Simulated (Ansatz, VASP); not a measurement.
## Two plane-wave programs on Mg3Cd2Te3

```xyz
8
Lattice="6.0320 0.0000 0.0000 0.0000 6.0320 0.0000 0.0000 0.0000 6.0320" Properties=species:S:1:pos:R:3 pbc="T T T"
Mg    3.0160    0.0000    0.0000
Mg    0.0000    3.0160    0.0000
Mg    0.0000    0.0000    3.0160
Cd    0.0000    0.0000    0.0000
Cd    3.0160    3.0160    3.0160
Te    0.0000    3.0160    3.0160
Te    3.0160    0.0000    3.0160
Te    3.0160    3.0160    0.0000
```

Alike in both runs: functional PBE; k mesh 6 × 6 × 6; occupations gaussian, width 0.1 eV; no spin polarisation.

Ansatz relaxed the structure, and its values are those at the end. VASP's run is a single point on that final structure, the one shown.

|  | VASP | Ansatz |
| --- | --- | --- |
| version | VASP 6.6.1 | Ansatz 0.2.0 |
| potentials or method | VASP PAW PBE potentials, release 64 (Mg, Cd, Te), cutoff 520 eV | scalar-relativistic, plane waves, PAW |
| valence electrons in the cell | 48 | 118 |

|  | VASP | Ansatz | Ansatz less VASP |
| --- | --- | --- | --- |
| gap on the k mesh at the Fermi level (eV) | none | none | - |
| pressure (GPa) | 0.0 | 0.0 | -0.01 |

A gap of «none» marks a metal or a gap that the smearing closes. VASP's potentials hold 48 valence electrons a cell and Ansatz's 118, so a difference there can come from the potentials and not from the codes.

Spin-orbit coupling is off throughout.
